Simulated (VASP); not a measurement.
Input of a VASP 6.6.1 run:

The input INCAR:

```
SYSTEM = CoSi
PREC     = Accurate       ! precision mode
ENCUT    = 520            ! plane-wave cutoff, eV
EDIFF    = 1E-7           ! SCF threshold, eV
ISMEAR   = -1             ! smearing method
SIGMA    = 0.03           ! smearing width, eV
LREAL    = .False.        ! projectors in reciprocal space
LASPH    = .True.         ! aspherical terms in the spheres
NELM     = 150            ! most SCF steps
ALGO     = Normal         ! electronic algorithm
ISIF     = 2              ! what is computed and relaxed
LWAVE    = .False.        ! write WAVECAR
LCHARG   = .True.         ! write CHGCAR
ISPIN    = 2              ! spin polarisation
MAGMOM   = 2 0            ! initial moments
LORBIT   = 11             ! projections on sites
LMAXMIX  = 4              ! l up to which the mixer works
GGA      = PE             ! functional
LELF     = .True.         ! ELF
LVHAR    = .True.       
NBANDS   = 18             ! bands
```

KPOINTS

```
Automatic mesh
0
Gamma
  14 14 14
  0 0 0
```

File POSCAR:

```
CoSi
1.0
    2.9390962855      0.0000000000      0.0000000000
    0.0000000000      2.9390962855      0.0000000000
    0.0000000000      0.0000000000      2.9390962855
Co Si
1 1
Direct
    0.0000000000      0.0000000000      0.0000000000
    0.5000000000      0.5000000000      0.5000000000
```

Potentials or basis: VASP PAW PBE potentials, release 64 (Co, Si).

The run is started by

```sh
$ cat potpaw_PBE.64/Co/POTCAR potpaw_PBE.64/Si/POTCAR > POTCAR
$ mpirun -np 1 vasp_std > vasp.out
```

Question: Predict the pressure.

Answer: -22.3 GPa.

Question: Estimate the net moment.

Answer: 0.79 μB per cell.

Question: Predict the site moments.

Answer: Co +0.81; Si +0.01 μB.
